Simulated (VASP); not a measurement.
Input of a VASP 6.6.1 run:

The input INCAR:

```
ALGO     = Normal         # electronic algorithm
EDIFF    = 1E-6           # SCF threshold, eV
ENCUT    = 520            # plane-wave cutoff, eV
GGA      = PS             # functional
ISIF     = 2              # what is computed and relaxed
ISMEAR   = 0              # smearing method
LASPH    = T              # aspherical terms in the spheres
LCHARG   = F              # write CHGCAR
LREAL    = F              # projectors in reciprocal space
LWAVE    = F              # write WAVECAR
NBANDS   = 11             # bands
NELM     = 100            # most SCF steps
PREC     = Accurate       # precision mode
SIGMA    = 0.01           # smearing width, eV
```

The input KPOINTS:

```
k-points
0
Gamma
  10 10 10
```

Contents of POSCAR:

```
BAs
1.0
    0.0000000000      2.2955919274      2.2955919274
    2.2955919274      0.0000000000      2.2955919274
    2.2955919274      2.2955919274      0.0000000000
B As
1 1
Direct
    0.0000000000      0.0000000000      0.0000000000
    0.7500000000      0.7500000000      0.7500000000
```

Potentials or basis: VASP PAW PBE potentials, release 64 (B, As).

Launch:

```sh
$ cat potpaw_PBE.64/B/POTCAR potpaw_PBE.64/As/POTCAR > POTCAR
$ mpirun -np 1 vasp_std > vasp.out
```

**Question.** Predict the band gap on the k mesh.

**Answer.** 0.95 eV, indirect (least direct gap 3.40 eV).

**Question.** What does it give for the pressure?

**Answer.** 21.4 GPa.

Caveat: the PAW data sets were made with another functional, which shifts forces and pressure a little. A k mesh can miss the band edges.
